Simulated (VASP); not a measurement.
Crystal: Al7InN8.

```xyz
16
Lattice="3.1661 0.0000 5.0721 3.1661 0.0000 -5.0721 -3.1661 5.4839 0.0000" Properties=species:S:1:pos:R:3 pbc="T T T"
In    0.0000    1.8280    0.0000
Al   -1.5831    4.5699    0.0000
Al    3.1661    1.8280    0.0000
Al    1.5831    4.5699    0.0000
Al    1.5831    0.9140   -2.5361
Al    1.5831    0.9140    2.5361
Al    0.0000    3.6559   -2.5361
Al    0.0000    3.6559    2.5361
N     3.1661    1.8280   -3.1346
N     3.1661    1.8280    1.9376
N     1.5831    4.5699   -3.1346
N     1.5831    4.5699    1.9376
N     1.5831    0.9140   -0.5985
N     0.0000    3.6559   -0.5985
N     4.7492    0.9140   -0.5985
N     3.1661    3.6559   -0.5985
```

| Quantity | Value |
| --- | --- |
| Program | VASP 6.6.1 |
| Task | relaxation of cell and atoms |
| Functional | PBEsol |
| Potentials or basis | VASP PAW PBE potentials, release 64 (In_d, Al, N) |
| Cutoff | 600 eV |
| k mesh | 4 × 4 × 4 |
| Occupations | gaussian, width 0.1 eV |
| Spin | no spin polarisation |

At the start: pressure 3.5 GPa; volume 11.01 Å³/atom.

Question: Where does the relaxation end?

Answer: Over 10 steps the energy falls by 92.9 meV/atom and the volume is 11.02 Å³/atom (+0.1 %); space group Cm (No. 8, to 0.1 Å) before and after.

Step by step:
```tsv
step	energy change (eV)	largest force (eV/Å)	pressure (GPa)	volume (Å³)
1	0.0000	5.0135	3.52	176.13
2	-0.9919	1.9698	-5.62	182.37
3	-1.3828	0.5439	-3.50	179.95
4	-1.4468	0.2147	2.36	174.36
5	-1.4561	0.2547	0.76	175.80
6	-1.4716	0.1653	0.14	176.30
7	-1.4732	0.2008	-0.13	176.53
8	-1.4810	0.1237	-0.15	176.54
9	-1.4823	0.1407	-0.16	176.55
10	-1.4857	0.0448	0.13	176.26
```

Final structure:
```cif
data_structure
_symmetry_space_group_name_H-M 'P 1'
_symmetry_Int_Tables_number 1
_cell_length_a 5.9880
_cell_length_b 5.9880
_cell_length_c 6.3286
_cell_angle_alpha 105.138
_cell_angle_beta 105.417
_cell_angle_gamma 116.299
_cell_volume 176.26
loop_
_atom_site_label
_atom_site_type_symbol
_atom_site_fract_x
_atom_site_fract_y
_atom_site_fract_z
_atom_site_occupancy
In1 In 0.17025 0.16670 0.33695 1
Al1 Al 0.16944 0.16969 0.83332 1
Al2 Al 0.66448 0.66618 0.33067 1
Al3 Al 0.66363 0.66388 0.83332 1
Al4 Al 0.08288 0.58033 0.16291 1
Al5 Al 0.58259 0.08003 0.16291 1
Al6 Al 0.07999 0.59014 0.67013 1
Al7 Al 0.59080 0.07996 0.67076 1
N1 N 0.37730 0.95902 0.33632 1
N2 N 0.85722 0.47512 0.33235 1
N3 N 0.35732 0.98079 0.83239 1
N4 N 0.85161 0.47507 0.83239 1
N5 N 0.27992 0.40730 0.15192 1
N6 N 0.27730 0.41588 0.69318 1
N7 N 0.74462 0.87200 0.15192 1
N8 N 0.77865 0.88990 0.66855 1
```

Caveat: the PAW data sets were made with another functional, which shifts forces and pressure a little; the relaxation stopped at a loose force limit of 0.05 eV/Å, so its end isn't a converged minimum.
